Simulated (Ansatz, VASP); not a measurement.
**Two plane-wave programs on Sb**

```
Sb
1.0
     2.15060    1.24165    3.74400
    -2.15060    1.24165    3.74400
     0.00000   -2.48330    3.74400
Sb
2
Direct
  0.23364 0.23364 0.23364
  0.76636 0.76636 0.76636
```

Alike in both runs: task single point; functional PBEsol; k mesh 6 × 6 × 6; occupations gaussian, width 0.1 eV; no spin polarisation.

|  | VASP | Ansatz |
| --- | --- | --- |
| version | VASP 6.6.1 | Ansatz 0.2.0 |
| potentials or method | VASP PAW PBE potentials, release 64 (Sb_d_GW), cutoff 500 eV | scalar-relativistic, plane waves, PAW |
| valence electrons in the cell | 30 | 30 |

```csv
,VASP,Ansatz,Ansatz less VASP
gap on the k mesh at the Fermi level (eV),none,none,-
pressure (GPa),0.4,0.4,+0.05
"traceless stress, the component that is largest in VASP (GPa)",-0.20,-0.20,-0.002
rms of the force components (eV/Å),0.021,0.022,+0.0009
```

VASP's potentials were made for PBE, not for PBEsol, and Ansatz warns of the same on its side. Atom by atom the forces differ by 0.001 eV/Å (rms over components). A gap of «none» marks a metal or a gap that the smearing closes.

Spin-orbit coupling is off throughout.
